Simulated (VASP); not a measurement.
A run of VASP 6.6.1 is set up as follows.

INCAR

```
ALGO     = Normal         # electronic algorithm
EDIFF    = 1E-6           # SCF threshold, eV
ENCUT    = 520            # plane-wave cutoff, eV
ISIF     = 2              # what is computed and relaxed
ISMEAR   = -1             # smearing method
LASPH    = True           # aspherical terms in the spheres
LCHARG   = False          # write CHGCAR
LREAL    = False          # projectors in reciprocal space
LWAVE    = False          # write WAVECAR
NBANDS   = 9              # bands
NELM     = 60             # most SCF steps
PREC     = Accurate       # precision mode
SIGMA    = 0.1            # smearing width, eV
```

The input KPOINTS:

```
k-points
0
Gamma
  19 19 10
```

Contents of POSCAR:

```
Mg
1.0
    3.0018253952      0.0000000000      0.0000000000
   -1.5009126976      2.5996570500      0.0000000000
    0.0000000000      0.0000000000      4.8727724427
Mg
2
Direct
    0.3333333333      0.6666666667      0.2500000000
    0.6666666667      0.3333333333      0.7500000000
```

Potentials or basis: VASP PAW LDA potentials, release 64 (Mg).

Launch:

```bash
$ cat potpaw_LDA.64/Mg/POTCAR > POTCAR
$ mpirun -np 1 vasp_std > vasp.out
```

Problem. What does it give for the pressure?

Solution. 6.3 GPa.

Problem. Predict the band gap on the k mesh.

Solution. Zero (band 2 reaches 4.51 eV, above the bottom of band 3 at 2.26 eV).

Stress tensor (GPa, compression positive):
```
6.38 0.00 0.00
0.00 6.38 0.00
0.00 0.00 6.19
```
